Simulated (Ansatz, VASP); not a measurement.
**One calculation of Pd, two programs**

```
Pd
1.0
     2.78367    0.00000    0.00000
    -1.39183    2.41072    0.00000
     0.00000    0.00000    4.62889
Pd
2
Cartesian
  1.3918 0.8036 3.4717
  0.0000 1.6071 1.1572
```

Alike in both runs: task single point; functional PBE; k mesh 11 × 11 × 12; occupations fermi-dirac, width 0.05 eV; collinear spin.

|  | VASP | Ansatz |
| --- | --- | --- |
| version | VASP 6.6.1 | Ansatz 0.2.0 |
| potentials or method | VASP PAW PBE potentials, release 64 (Pd) | PAW with Ansatz's default frozen-core files, scalar-relativistic |
| plane-wave cutoff (eV) | 520 | 420 |
| valence electrons in the cell | 20 | 36 |

```tsv
	VASP	Ansatz	Ansatz less VASP
pressure (GPa)	-1.4	-1.1	+0.29
traceless stress, the component that is largest in VASP (GPa)	-0.16	-0.11	+0.052
net moment per atom (μB)	0.38	0.37	-0.002
size of the moment on the site where the two differ most (μB)	0.38	0.38	+0.006
```

Site moments also hang on the region over which each program counts them. The functional is the same, so the differences come from potentials, cutoffs and numerics. VASP's potentials hold 20 valence electrons a cell and Ansatz's 36, so a difference there can come from the potentials and not from the codes.
